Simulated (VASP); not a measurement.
Wanted: the native input for a VASP 6.6.1 run.

```yaml
Task: single point
Functional: PBE
Potentials_or_basis: VASP PAW PBE potentials, release 64 (Pr, As, Au)
Cutoff: 520 eV
k_mesh: 3 × 3 × 4
Occupations: gaussian, width 0.1 eV
Spin: no spin polarisation
Dipole_correction: no
Further_INCAR_settings: ALGO = Normal; EDIFF = 1e-07; NBANDS = 34
```

The structure of PrAs3Au2 lies in POSCAR:

```
PrAs3Au2
1.0
    6.4961997300      0.0000000000      0.0000000000
   -3.2480998700      5.6258740000      0.0000000000
    0.0000000000      0.0000000000      3.7690261700
Pr As Au
1 3 2
Direct
    0.0000000000      0.0000000000      0.5000000000
    0.0000000000      0.5000000000      0.0000000000
    0.5000000000      0.0000000000      0.0000000000
    0.5000000000      0.5000000000      0.0000000000
    0.3333333300      0.6666666700      0.5000000000
    0.6666666700      0.3333333300      0.5000000000
```

The cell was built from a structure type or drawn by symmetry, and may not be a known phase.

One way to write it, as run:

INCAR

```
SYSTEM = PrAs3Au2
ALGO     = Normal         ! electronic algorithm
EDIFF    = 1E-7           ! SCF threshold, eV
ENCUT    = 520            ! plane-wave cutoff, eV
GGA      = PE             ! functional
ISIF     = 2              ! what is computed and relaxed
ISMEAR   = 0              ! smearing method
LASPH    = .TRUE.         ! aspherical terms in the spheres
LCHARG   = .TRUE.         ! write CHGCAR
LELF     = .TRUE.         ! ELF
LREAL    = .FALSE.        ! projectors in reciprocal space
LVHAR    = .TRUE.       
LWAVE    = .FALSE.        ! write WAVECAR
NBANDS   = 34             ! bands
NELM     = 60             ! most SCF steps
PREC     = Accurate       ! precision mode
SIGMA    = 0.1            ! smearing width, eV
```

KPOINTS

```
k-points
0
G
  3 3 4
  0 0 0
```

Potentials or basis: VASP PAW PBE potentials, release 64 (Pr, As, Au).

Launch:

```console
$ cat potpaw_PBE.64/Pr/POTCAR potpaw_PBE.64/As/POTCAR potpaw_PBE.64/Au/POTCAR > POTCAR
$ mpirun -np 1 vasp_std > vasp.out
```

Results of the run:

| Quantity | Value |
| --- | --- |
| Pressure | 0.2 GPa |
| Band gap on the k mesh | zero (bands 25 and 26 overlap by 0.13 eV) |

Caveat: the k points lie up to 0.42 Å⁻¹ apart; spin-orbit coupling is left out, which moves the levels of the heavy elements; semilocal functionals describe open f shells poorly, which spoils levels, moments and volumes.

Wall time 110 s on 1 thread of AMD EPYC 9R45 96-Core Processor (Zen 5), with other jobs on the host, peak memory 0.25 GiB.
